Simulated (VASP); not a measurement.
# WSe2 in VASP: single point with HSE06

Aim: the single point of WSe2 with HSE06.

All numbers are computed with VASP 6.6.1; they aren't measurements. Logs are shortened: lines on timing, memory, paths and dates and some standing lists are left out, and cuts for length are marked.

## Step 1: The cell of the first run

The cell holds a sheet with vacuum, 3 atoms: a = 3.250 Å, b = 3.250 Å, c = 19.356 Å, α = 90.00°, β = 90.00°, γ = 120.00°.

## Step 2: Single point, HSE06

The input, POSCAR:

```
WSe2
1.0
    3.2499135477      0.0000000000      0.0000000000
   -1.6249567739      2.8145076924      0.0000000000
    0.0000000000      0.0000000000     19.3559783174
Se W
2 1
Direct
    0.6666666667      0.3333333333      0.4133089978
    0.6666666667      0.3333333333      0.5866910022
    0.3333333333      0.6666666667      0.5000000000
```

The input, INCAR.step1:

```
SYSTEM = WSe2
  ALGO = Normal
  DIPOL = 0.5 0.5 0.500
  EDIFF = 1E-5
  ENCUT = 400
  GGA = PE
  GGA_COMPAT = .False.
  IDIPOL = 3
  ISIF = 2
  ISMEAR = 0
  LASPH = .True.
  LCHARG = .False.
  LDIPOL = .True.
  LREAL = .False.
  LWAVE = .True.
  NBANDS = 20
  NELM = 120
  NELMDL = -8
  PREC = Accurate
  SIGMA = 0.03
```

The input, INCAR.step2:

```
SYSTEM = WSe2
  ALGO = Normal
  DIPOL = 0.5 0.5 0.500
  EDIFF = 1E-6
  ENCUT = 400
  GGA = PE
  GGA_COMPAT = .False.
  HFSCREEN = 0.2079
  IDIPOL = 3
  ISIF = 2
  ISMEAR = 0
  ISTART = 1
  LASPH = .True.
  LCHARG = .False.
  LDIPOL = .True.
  LHFCALC = .True.
  LREAL = .False.
  LWAVE = .False.
  NBANDS = 20
  NELM = 120
  PREC = Accurate
  PRECFOCK = Normal
  SIGMA = 0.03
```

The input, KPOINTS:

```
k-points
0
Gamma
  6 6 1
  0 0 0
```

Potentials or basis: VASP PAW PBE potentials, release 64 (Se, W_sv).

On the command line:

```sh
> cat potpaw_PBE.64/Se/POTCAR potpaw_PBE.64/W_sv/POTCAR > POTCAR
> cp INCAR.step1 INCAR
> mpirun -np 1 vasp_std > vasp.out
> cp INCAR.step2 INCAR
> mpirun -np 1 vasp_std > vasp.out
```

OUTCAR:

```text
SYSTEM = WSe2
   EDIFF = 1E-6
   ENCUT = 400
   GGA = PE
   HFSCREEN = 0.2079
   ISIF = 2
   ISMEAR = 0
   ISTART = 1
   LASPH = .True.
   LHFCALC = .True.
   LREAL = .False.
   NELM = 120
   PREC = Accurate
   PRECFOCK = Normal

 ion  position               nearest neighbor table
   1  0.667  0.333  0.413-   3 2.52   3 2.52   3 2.52
   2  0.667  0.333  0.587-   3 2.52   3 2.52   3 2.52
   3  0.333  0.667  0.500-   1 2.52   2 2.52   1 2.52   2 2.52   1 2.52   2 2.52

  LATTYP: Found a hexagonal cell.
 ALAT       =     3.2499135477
 C/A-ratio  =     5.9558440658

  Lattice vectors:

 A1 = (   3.2499135477,   0.0000000000,   0.0000000000)
 A2 = (  -1.6249567739,   2.8145076924,   0.0000000000)
 A3 = (   0.0000000000,   0.0000000000,  19.3559783174)

Analysis of symmetry for initial positions (statically):
=====================================================================
 Subroutine PRICEL returns:
 Original cell was already a primitive cell.

 Routine SETGRP: Setting up the symmetry group for a
 hexagonal supercell.

 Subroutine GETGRP returns: Found 12 space group operations
 (whereof 12 operations were pure point group operations)
 out of a pool of 24 trial point group operations.

The static configuration has the point symmetry D_3h.

Analysis of symmetry for dynamics (positions and initial velocities):
=====================================================================
 Subroutine PRICEL returns:
 Original cell was already a primitive cell.

 Routine SETGRP: Setting up the symmetry group for a
 hexagonal supercell.

 Subroutine GETGRP returns: Found 12 space group operations
 (whereof 12 operations were pure point group operations)
 out of a pool of 24 trial point group operations.

The dynamic configuration has the point symmetry D_3h.

 Subroutine INISYM returns: Found 12 space group operations
 (whereof 12 operations are pure point group operations),
 and found     1 'primitive' translations

----------------------------------------------------------------------------------------

                                     Primitive cell

  volume of cell :     177.0473

  direct lattice vectors                    reciprocal lattice vectors
     3.249913548  0.000000000  0.000000000     0.307700493  0.177650962  0.000000000
    -1.624956774  2.814507692  0.000000000     0.000000000  0.355301925  0.000000000
     0.000000000  0.000000000 19.355978317     0.000000000  0.000000000  0.051663625

  length of vectors
     3.249913548  3.249913548 19.355978317     0.355301925  0.355301925  0.051663625

  position of ions in fractional coordinates (direct lattice)
     0.666666667  0.333333333  0.413308998
     0.666666667  0.333333333  0.586691002
     0.333333333  0.666666667  0.500000000

  ion indices of the primitive-cell ions
   primitive index   ion index
                 1           1
                 2           2
                 3           3

----------------------------------------------------------------------------------------

 KPOINTS: k-points

Automatic generation of k-mesh.
 Grid dimensions read from file:
 generate k-points for:    6    6    1

 Generating k-lattice:

  Cartesian coordinates                     Fractional coordinates (reciprocal lattice)
     0.051283415  0.029608494  0.000000000     0.166666667  0.000000000  0.000000000
     0.000000000  0.059216987  0.000000000     0.000000000  0.166666667  0.000000000
     0.000000000  0.000000000  0.051663625     0.000000000  0.000000000  1.000000000

  Length of vectors
     0.059216987  0.059216987  0.051663625

  Shift w.r.t. Gamma in fractional coordinates (k-lattice)
     0.000000000  0.000000000  0.000000000

 Subroutine IBZKPT returns following result:
 ===========================================

 Found      7 irreducible k-points:

 Following reciprocal coordinates:
            Coordinates               Weight
  0.000000  0.000000  0.000000      1.000000
  0.166667  0.000000  0.000000      6.000000
  0.333333  0.000000  0.000000      6.000000
  0.500000  0.000000  0.000000      3.000000
  0.166667  0.166667  0.000000      6.000000
  0.333333  0.166667  0.000000     12.000000
  0.333333  0.333333  0.000000      2.000000
   k-points           NKPTS =      7   k-points in BZ     NKDIM =     36   number of bands    NBANDS=     20
   number of dos      NEDOS =    301   number of ions     NIONS =      3
   total plane-waves  NPLWV =  72576
   dimension x,y,z NGX =    24 NGY =   24 NGZ =  126
   dimension x,y,z NGXF=    48 NGYF=   48 NGZF=  252
   ions per type =               2   1
   NGX,Y,Z   is equivalent  to a cutoff of  12.28, 12.28, 10.82 a.u.
   NGXF,Y,Z  is equivalent  to a cutoff of  24.55, 24.55, 21.64 a.u.
 SYSTEM =  WSe2
   PREC   = accura    normal or accurate (medium, high low for compatibility)
   ISTART =      1    job   : 0-new  1-cont  2-samecut
   ICHARG =      0    charge: 1-file 2-atom 10-const
   ISPIN  =      1    spin polarized calculation?
   LNONCOLLINEAR =      F non collinear calculations
   LSORBIT =      F    spin-orbit coupling
   LASPH  =      T    aspherical Exc in radial PAW
   ENCUT  =  400.0 eV  29.40 Ry    5.42 a.u.   5.30  5.30 31.56*2*pi/ulx,y,z
   NELM   =    120;   NELMIN=  2; NELMDL=  0     # of ELM steps
   EDIFF  = 0.1E-05   stopping-criterion for ELM
   LREAL  =      F    real-space projection
   EDIFFG = 0.1E-04   stopping-criterion for IOM
   NSW    =      0    number of steps for IOM
   IBRION =     -1    ionic relax: 0-MD 1-quasi-New 2-CG
   NFREE  =      0    steps in history (QN), initial steepest desc. (CG)
   ISIF   =      2    stress and relaxation
   ISYM   =      3    0-nonsym 1-usesym 2-fastsym
   POTIM  = 0.5000    time-step for ionic-motion
   TEBEG  =    0.0;   TEEND  =   0.0 temperature during run
   PSTRESS=    0.0 pullay stress
   NELECT =      26.0000    total number of electrons
   NUPDOWN=      -1.0000    fix difference up-down
   EMIN   =  10.00;   EMAX   =-10.00  energy-range for DOS
   EFERMI =   0.00;   METHOD = LEGACY
   ISMEAR =     0;   SIGMA  =   0.03  broadening in eV -4-tet -1-fermi 0-gaus
   EFERMI_NEDOS =   21; number of points for ismear=-14 and -15
   IALGO  =     38    algorithm
   IMIX   =      1    mixing-type and parameters
     AMIX     =   0.40;   BMIX     =  1.00
     AMIX_MAG =   1.60;   BMIX_MAG =  1.00
  volume/ion in A,a.u.               =      59.02       398.26
  Fermi-wavevector in a.u.,A,eV,Ry     =   0.863713  1.632181 10.149950  0.746000
  Thomas-Fermi vector in A             =   1.981703
   LORBIT       =      0    0 simple, 1 ext, 2 COOP (PROOUT), +10 PAW based schemes
   GGA     = PE    functional components
   LHFCALC =     T    Hartree Fock is set to
   PRECFOCK=normal    Normal, Fast or Accurate (Low or Medium for compatibility)
   ENCUT4O =  -1.0   cutoff for four orbital integrals eV
   NKREDX  =     1    reduce k-point grid by
   NKREDY  =     1    reduce k-point grid by
   NKREDZ  =     1    reduce k-point grid by
   AEXX    =    0.2500 exact exchange contribution
   HFSCREEN=    0.2079 screening length (either q_TF or 0.3 A-1)
   HFSCREENC=   0.2079 screening length for correlation (either q_TF or 0.3 A-1)
   ENCUTFOCK=  -1.0 apply spherical cutoff to Coloumb kernel
   IVDW    =     0    specifies the selected vdW correction
   LEPSILON=     F    determine dielectric tensor
   LRPA    =     F    only Hartree local field effects (RPA)
 non-spin polarized calculation
 Gauss-broadening in eV      SIGMA  =   0.03
  energy-cutoff  :      400.00
  volume of cell :      177.05
 maximum number of plane-waves:      3237
 NGX is ok and might be reduce to    24
  NGX = 16; NGY = 16; NGZ = 96

 number of electron      26.0000005 magnetization

 dipolmoment           0.000000      0.000000      0.000000 electrons x Angstroem

 Free energy of the ion-electron system (eV)
  ---------------------------------------------------
  ext. energy  EPLUGINS =         0.00000000
  ---------------------------------------------------
  free energy    TOTEN  =       -25.77395645 eV

  energy without entropy =      -25.77395645  energy(sigma->0) =      -25.77395645

 E-fermi :  -1.2524     XC(G=0):  -3.4568

 val. band max:       -1.6600725438   @ k =   0.3333   0.3333   0.0000
 cond. band min:       0.5377572133   @ k =   0.1667   0.1667   0.0000
 fundamental gap:      2.1978297571
 Fermi energy:        -1.2523704218

 k-point     1 :       0.0000    0.0000    0.0000
  band No.  band energies     occupation
      1     -79.6702      2.00000
      2     -42.4916      2.00000
      3     -42.2855      2.00000
      4     -42.2855      2.00000
      5     -18.1771      2.00000
      6     -16.7335      2.00000
[... 12 lines left out ...]
     19       3.6260      0.00000
     20       4.2249      0.00000

 k-point     2 :       0.1667    0.0000    0.0000
  band No.  band energies     occupation
      1     -79.6660      2.00000
      2     -42.4757      2.00000
      3     -42.3716      2.00000
      4     -42.3057      2.00000
      5     -17.7019      2.00000
      6     -16.4961      2.00000
[... 12 lines left out ...]
     19       4.1890      0.00000
     20       4.9410      0.00000

 k-point     3 :       0.3333    0.0000    0.0000
  band No.  band energies     occupation
      1     -79.6576      2.00000
      2     -42.5403      2.00000
      3     -42.4434      2.00000
      4     -42.3459      2.00000
      5     -16.5525      2.00000
      6     -15.9349      2.00000
[... 12 lines left out ...]
     19       5.5632      0.00000
     20       5.7601      0.00000

 k-point     4 :       0.5000    0.0000    0.0000
  band No.  band energies     occupation
      1     -79.6534      2.00000
      2     -42.6231      2.00000
      3     -42.4270      2.00000
      4     -42.3658      2.00000
      5     -15.7925      2.00000
      6     -15.5900      2.00000
[... 12 lines left out ...]
     19       6.2136      0.00000
     20       6.3562      0.00000

 k-point     5 :       0.1667    0.1667    0.0000
  band No.  band energies     occupation
      1     -79.6597      2.00000
      2     -42.4826      2.00000
      3     -42.4516      2.00000
      4     -42.3520      2.00000
      5     -16.8787      2.00000
      6     -16.0875      2.00000
[... 12 lines left out ...]
     19       5.2366      0.00000
     20       5.9653      0.00000

 k-point     6 :       0.3333    0.1667    0.0000
  band No.  band energies     occupation
      1     -79.6534      2.00000
      2     -42.5802      2.00000
      3     -42.4273      2.00000
      4     -42.4095      2.00000
      5     -15.8302      2.00000
      6     -15.5831      2.00000
[... 12 lines left out ...]
     19       6.6365      0.00000
     20       6.8248      0.00000

 k-point     7 :       0.3333    0.3333    0.0000
  band No.  band energies     occupation
      1     -79.6514      2.00000
      2     -42.5285      2.00000
      3     -42.5130      2.00000
      4     -42.4193      2.00000
      5     -15.4323      2.00000
      6     -15.3753      2.00000
[... 12 lines left out ...]
     19       5.7074      0.00000
     20       7.8050      0.00000

------------------------ aborting loop because EDIFF is reached ----------------------------------------

 vacuum level on the upper side and lower side of the slab       (xc-potential included)         0.002         0.002

  FORCE on cell =-STRESS in cart. coord.  units (eV):
  Direction    XX          YY          ZZ          XY          YZ          ZX
  --------------------------------------------------------------------------------------
  -------------------------------------------------------------------------------------
  Total        0.8939940      0.8939940     -0.3647998     -0.0000000      0.0000000      0.0000000
  in kB        8.0901358      8.0901358     -3.3012303     -0.0000000      0.0000000      0.0000000
  external PRESSURE =       4.2930138 kB  Pullay stress =       0.0000000 kB

 VOLUME and BASIS-vectors are now :
 -----------------------------------------------------------------------------
  energy-cutoff  :      400.00
  volume of cell :      177.05
      direct lattice vectors                 reciprocal lattice vectors
     3.249913548  0.000000000  0.000000000     0.307700493  0.177650962  0.000000000
    -1.624956774  2.814507692  0.000000000     0.000000000  0.355301925  0.000000000
     0.000000000  0.000000000 19.355978317     0.000000000  0.000000000  0.051663625

 POSITION                                       TOTAL-FORCE (eV/Angst)
 -----------------------------------------------------------------------------------
      1.62496      0.93817      8.00000         0.000000      0.000000      0.100642
      1.62496      0.93817     11.35598         0.000000      0.000000     -0.100642
     -0.00000      1.87634      9.67799        -0.000000     -0.000000      0.000000
 -----------------------------------------------------------------------------------
    total drift:                               -0.000008      0.000004      0.000000

  FREE ENERGIE OF THE ION-ELECTRON SYSTEM (eV)
  ---------------------------------------------------
  free  energy   TOTEN  =       -25.7739564480 eV

  energy  without entropy=      -25.7739564480  energy(sigma->0) =      -25.77395645

 vacuum level on the upper side and lower side of the slab         3.782         3.782
```

Run time: 11 min. Hardware: 1 thread of Oxide Virtual Turin-like, shared host; peak memory 0.34 GiB.

What came out:

```
Free energy            : -25.7740 eV
Largest force          : 0.101 eV/Å
Band gap on the k mesh : 2.20 eV (least direct gap 2.27 eV)
```

Forces in eV/Å, atoms in the order of the input:
```
Se   0.000  0.000  0.101
Se   0.000  0.000 -0.101
W    0.000  0.000  0.000
```

Levels at points of the mesh, in eV from the valence-band top:
| k point | band 9 | band 10 | band 11 | band 12 | band 13 | band 14 | band 15 | band 16 | band 17 | band 18 |
| --- | --- | --- | --- | --- | --- | --- | --- | --- | --- | --- |
| (0.00, 0.00, 0.00) | -2.68 | -2.68 | -1.30 | -1.30 | -0.54 | 3.78 | 3.78 | 3.95 | 3.95 | 4.94 |
| (0.50, 0.00, 0.00) | -4.85 | -3.41 | -2.61 | -1.25 | -1.01 | 3.25 | 3.56 | 4.56 | 5.37 | 5.39 |

Caveat: the PAW data sets were made with another functional, which shifts forces and pressure a little; spin-orbit coupling is left out, which moves the levels of the heavy elements.
